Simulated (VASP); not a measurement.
A run of VASP 6.6.1 is set up as follows.

The input INCAR:

```
SYSTEM = C
PREC = Accurate
ENCUT = 600
EDIFF = 1E-6
ISMEAR = -1
SIGMA = 0.05
LREAL = .False.
LASPH = .True.
NELM = 100
ALGO = Normal
ISIF = 3
LWAVE = .False.
LCHARG = .False.
GGA = PS
IBRION = 2
NSW = 60
EDIFFG = -0.01
PSTRESS = 200.0
```

The input KPOINTS:

```
regular mesh
0
Gamma
  13 13 8
  0 0 0
```

The input POSCAR:

```
C
1.0
    2.1273203072     -1.2282824400      0.0000000000
    2.1273203072      1.2282824400      0.0000000000
   -1.3790696309      0.0000000000      3.5028300786
C
2
Direct
    0.1666444700      0.1666444700      0.9999069600
    0.8333555300      0.8333555300      0.0000930400
```

Potentials or basis: VASP PAW PBE potentials, release 64 (C).

Launch:

```sh
$ cat potpaw_PBE.64/C/POTCAR > POTCAR
$ mpirun -np 1 vasp_std > vasp.out
```

Task: What does it give for the space group after relaxing (to 0.1 Å)?

Result: R-3m (No. 166).

Task: Predict the relaxed volume.

Result: 7.05 Å³/atom.

Final structure:
```
C
1.0
     2.10218   -1.21378   -0.01428
     2.10218    1.21378   -0.01428
    -1.38183    0.00000    2.77250
C
2
Direct
  0.16600 0.16600 0.99801
  0.83400 0.83400 0.00199
```

Caveat: the cell is relaxed towards a set pressure, so the run minimises the enthalpy, not the energy; the volume moved by over 15 % at a fixed basis, so the end points are rough; this functional lacks dispersion, which binds layers or chains, so the pressure and a relaxed spacing across them are unreliable; the PAW data sets were made with another functional, which shifts forces and pressure a little.
